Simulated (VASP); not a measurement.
Set up this calculation in VASP 6.6.1, as the native input.

```
Task                   : single point
Functional             : r2SCAN
Potentials or basis    : VASP PAW PBE potentials, release 64 (Sn_d, O)
Cutoff                 : 520 eV
k mesh                 : 6 × 6 × 8
Occupations            : gaussian, width 0.05 eV
Spin                   : no spin polarisation
Dipole correction      : no
Further INCAR settings : ALGO = Normal; EDIFF = 1e-06; NBANDS = 35
```

The system is SnO2.

```xyz
6
Lattice="4.7374 0.0000 0.0000 0.0000 4.7374 0.0000 0.0000 0.0000 3.1864" Properties=species:S:1:pos:R:3 pbc="T T T"
Sn    0.1856    0.1856    0.0000
Sn    2.3687    2.3687    1.5932
O     1.4478    1.4478    0.0000
O     0.9208    3.8165    1.5932
O     3.2895    3.2895    0.0000
O     3.8165    0.9208    1.5932
```

This cell differs from its parent crystal: atom 1 (Sn) moved +0.263 Å towards its neighbour atom 3 (O) at 2.048 Å.

These files were run (other wordings do the same):

POSCAR

```
SnO2
1.0
    4.7373500000      0.0000000000      0.0000000000
    0.0000000000      4.7373500000      0.0000000000
    0.0000000000      0.0000000000      3.1864000000
Sn O
2 4
Direct
    0.0391812997      0.0391812997      0.0000000000
    0.5000000000      0.5000000000      0.5000000000
    0.3056200000      0.3056200000      0.0000000000
    0.1943800000      0.8056200000      0.5000000000
    0.6943800000      0.6943800000      0.0000000000
    0.8056200000      0.1943800000      0.5000000000
```

INCAR.step1

```
SYSTEM = SnO2
PREC     = Accurate       ! precision mode
ENCUT    = 520            ! plane-wave cutoff, eV
ISMEAR   = 0              ! smearing method
SIGMA    = 0.05           ! smearing width, eV
LREAL    = .FALSE.        ! projectors in reciprocal space
LASPH    = .TRUE.         ! aspherical terms in the spheres
NELM     = 60             ! most SCF steps
NBANDS   = 35             ! bands
GGA      = PE             ! functional
ALGO     = Normal         ! electronic algorithm
EDIFF    = 1E-4           ! SCF threshold, eV
LWAVE    = .TRUE.         ! write WAVECAR
LCHARG   = .FALSE.        ! write CHGCAR
```

INCAR.step2

```
SYSTEM = SnO2
PREC     = Accurate       ! precision mode
ENCUT    = 520            ! plane-wave cutoff, eV
EDIFF    = 1E-6           ! SCF threshold, eV
ISMEAR   = 0              ! smearing method
SIGMA    = 0.05           ! smearing width, eV
LREAL    = .FALSE.        ! projectors in reciprocal space
LASPH    = .TRUE.         ! aspherical terms in the spheres
NELM     = 60             ! most SCF steps
ALGO     = Normal         ! electronic algorithm
ISIF     = 2              ! what is computed and relaxed
LWAVE    = .FALSE.        ! write WAVECAR
LCHARG   = .TRUE.         ! write CHGCAR
METAGGA  = R2SCAN         ! meta-GGA
LMIXTAU  = .TRUE.       
LELF     = .TRUE.         ! ELF
LVHAR    = .TRUE.       
NBANDS   = 35             ! bands
ISTART   = 1
```

KPOINTS

```
Automatic mesh
0
G
  6 6 8
  0 0 0
```

Potentials or basis: VASP PAW PBE potentials, release 64 (Sn_d, O).

The run is started by

```sh
$ cat potpaw_PBE.64/Sn_d/POTCAR potpaw_PBE.64/O/POTCAR > POTCAR
$ cp INCAR.step1 INCAR
$ mpirun -np 1 vasp_std > vasp.out
$ cp INCAR.step2 INCAR
$ mpirun -np 1 vasp_std > vasp.out
```

It gave:

```json
{"Pressure": "10.2 GPa", "Largest force": "8.926 eV/Å", "Band gap on the k mesh": "1.56 eV"}
```

Caveat: the cell differs from its parent crystal (atom 1 (Sn) moved +0.263 Å towards its neighbour atom 3 (O) at 2.048 Å); the cell stands under pressure; the PAW data sets were made with another functional, which shifts forces and pressure a little; spin-orbit coupling is left out, which moves the levels of the heavy elements.

Wall time 2.7 min on 1 thread of Intel(R) Xeon(R) 6975P-C (Granite Rapids), on a shared host, peak memory 0.26 GiB.
